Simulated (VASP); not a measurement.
# InP (I4/mmm) in VASP: further runs, part 2 of 2

VASP 6.6.1.

### 4 Single point, PBE

This run uses another cell than the first one, of the same volume but with other edges.

Contents of INCAR:

```
SYSTEM = InP
PREC = Accurate
ENCUT = 520
EDIFF = 1E-6
ISMEAR = 0
SIGMA = 0.15
LREAL = .FALSE.
LASPH = .TRUE.
NELM = 60
ALGO = Normal
ISIF = 2
LWAVE = .FALSE.
LCHARG = .FALSE.
GGA = PE
NBANDS = 16
```

Contents of KPOINTS:

```
Automatic mesh
0
G
  16 16 16
  0 0 0
```

Contents of POSCAR:

```
InP
1.0
    0.0000000000      2.7657221691      3.0422943860
    2.7657221691      0.0000000000      3.0422943860
    2.7657221691      2.7657221691      0.0000000000
In P
1 1
Direct
    0.0000000000      0.0000000000      0.0000000000
    0.5000000000      0.5000000000      0.5000000000
```

Potentials or basis: VASP PAW PBE potentials, release 64 (In_d, P).

Run with:

```console
cat potpaw_PBE.64/In_d/POTCAR potpaw_PBE.64/P/POTCAR > POTCAR
mpirun -np 1 vasp_std > vasp.out
```

OUTCAR:

```text
SYSTEM = InP
   PREC = Accurate
   ENCUT = 520
   EDIFF = 1E-6
   ISMEAR = 0
   LREAL = .FALSE.
   LASPH = .TRUE.
   NELM = 60
   ISIF = 2
   GGA = PE

 ion  position               nearest neighbor table
   1  0.000  0.000  0.000-   2 2.77   2 2.77   2 2.77   2 2.77   2 3.04   2 3.04
   2  0.500  0.500  0.500-   1 2.77   1 2.77   1 2.77   1 2.77   1 3.04   1 3.04

  LATTYP: Found a body centered tetragonal cell.
 ALAT       =     3.9113218013
 C/A-ratio  =     1.5556349186

  Lattice vectors:

 A1 = (  -2.7657221691,   0.0000000000,   3.0422943860)
 A2 = (   2.7657221691,   0.0000000000,   3.0422943860)
 A3 = (   0.0000000000,   2.7657221691,  -3.0422943860)

[... 625 lines left out ...]
      6      -5.3045      2.00000
[... 8 lines left out ...]
     15      13.6250      0.00000
     16      14.0977      0.00000

 [... further k-points ...]
[... 5 lines left out ...]
  --------------------------------------------------------------------------------------
  -------------------------------------------------------------------------------------
  Total       -0.8173161     -0.8173161     -2.1902154      0.0000000      0.0000000      0.0000000
  in kB      -28.1353495    -28.1353495    -75.3961341      0.0000000      0.0000000      0.0000000
  external PRESSURE =     -43.8889443 kB  Pullay stress =       0.0000000 kB

 VOLUME and BASIS-vectors are now :
 -----------------------------------------------------------------------------
  energy-cutoff  :      520.00
  volume of cell :       46.54
      direct lattice vectors                 reciprocal lattice vectors
     0.000000000  2.765722169  3.042294386    -0.180784609  0.180784609  0.164349644
     2.765722169  0.000000000  3.042294386     0.180784609 -0.180784609  0.164349644
     2.765722169  2.765722169  0.000000000     0.180784609  0.180784609 -0.164349644

 POSITION                                       TOTAL-FORCE (eV/Angst)
 -----------------------------------------------------------------------------------
      0.00000      0.00000      0.00000        -0.000000     -0.000000     -0.000000
      2.76572      2.76572      3.04229         0.000000      0.000000      0.000000
 -----------------------------------------------------------------------------------
    total drift:                                0.000000     -0.000000     -0.000000

  FREE ENERGIE OF THE ION-ELECTRON SYSTEM (eV)
  ---------------------------------------------------
  free  energy   TOTEN  =        -7.7996385048 eV

  energy  without entropy=       -7.7836427443  energy(sigma->0) =       -7.79164062
```

OSZICAR:

```text
N       E                     dE             d eps       ncg     rms          rms(c)
DAV:   1     0.109558670722E+03    0.10956E+03   -0.84760E+03 11240   0.128E+03
DAV:   2    -0.120513396700E+01   -0.11076E+03   -0.10616E+03 12592   0.303E+02
DAV:   3    -0.792674992165E+01   -0.67216E+01   -0.66374E+01 14464   0.712E+01
DAV:   4    -0.809473427410E+01   -0.16798E+00   -0.16791E+00 14384   0.118E+01
DAV:   5    -0.810249695476E+01   -0.77627E-02   -0.77625E-02 16528   0.221E+00    0.421E+00
DAV:   6    -0.780695183177E+01    0.29555E+00   -0.55092E-01 17096   0.111E+01    0.239E+00
DAV:   7    -0.779970519409E+01    0.72466E-02   -0.73876E-02 15512   0.204E+00    0.106E+00
DAV:   8    -0.779953458999E+01    0.17060E-03   -0.66086E-03 14368   0.975E-01    0.120E-01
DAV:   9    -0.779960528655E+01   -0.70697E-04   -0.67980E-04 17704   0.368E-01    0.777E-02
DAV:  10    -0.779962305575E+01   -0.17769E-04   -0.54423E-05 13904   0.593E-02    0.390E-02
DAV:  11    -0.779963801887E+01   -0.14963E-04   -0.17990E-05 14424   0.281E-02    0.863E-03
DAV:  12    -0.779963850480E+01   -0.48593E-06   -0.17975E-06 13440   0.177E-02
   1 F= -.77996385E+01 E0= -.77916406E+01  d E =-.159958E-01
```

stdout:

```text
POSCAR found type information on POSCAR InP
 POSCAR found :  2 types and       2 ions
 scaLAPACK will be used
 LDA part: xc-table for (Slater+PW92), standard interpolation
 POSCAR, INCAR and KPOINTS ok, starting setup
 FFT: planning ... GRIDC
 FFT: planning ... GRID_SOFT
 FFT: planning ... GRID
 WAVECAR not read
 entering main loop
```

Wall time 2.8 min (1 thread of Intel Xeon 6975P-C, shared host); peak memory 0.38 GiB.

Results:

- Free energy: -7.7996 eV
- Pressure: -4.4 GPa
- Band gap on the k mesh: zero (band 9 reaches 6.34 eV, above the bottom of band 10 at 4.12 eV)

Levels at points of the mesh, in eV from the Fermi level:
| k point | band 5 | band 6 | band 7 | band 8 | band 9 | band 10 | band 11 | band 12 | band 13 | band 14 |
| --- | --- | --- | --- | --- | --- | --- | --- | --- | --- | --- |
| (0.00, 0.00, 0.00) | -14.14 | -11.40 | -0.51 | -0.51 | -0.11 | 0.21 | 6.39 | 6.66 | 7.34 | 7.34 |
| (0.50, 0.00, 0.00) | -14.08 | -9.64 | -6.22 | -0.12 | 0.31 | 2.17 | 3.38 | 3.75 | 4.66 | 10.54 |
| (0.50, 0.50, 0.00) | -14.08 | -9.30 | -4.37 | -1.99 | -1.85 | -1.85 | 4.27 | 8.69 | 9.48 | 9.48 |
| (0.50, 0.00, 0.50) | -14.04 | -8.52 | -4.46 | -2.82 | -2.69 | -1.65 | 3.93 | 7.70 | 9.62 | 10.25 |

Caveat: spin-orbit coupling is left out, which moves the levels of the heavy elements.

### 5 Overview

```csv
cell,gap on the mesh (eV),pressure (GPa)
"a = 3.933, b = 3.933, c = 4.386 Å, angles 56.1, 56.1, 67.8°, 2 atoms",none,2.9
"a = 4.290, b = 4.290, c = 3.699 Å, angles 64.5, 64.5, 51.1°, 2 atoms",none,1.2
"a = 4.112, b = 4.112, c = 3.911 Å, angles 61.6, 61.6, 56.8°, 2 atoms",none,-4.4
```

Alike in all rows: task single point; level PBE; potentials or basis VASP PAW PBE potentials, release 64 (In_d, P); no spin polarisation; k mesh 16 × 16 × 16; cutoff (eV) 520; smearing gaussian 0.15 eV.

Caveats: spin-orbit coupling is left out, which moves the levels of the heavy elements.

Total energies depend on the potentials used, so only differences within one code and one set of settings carry meaning.
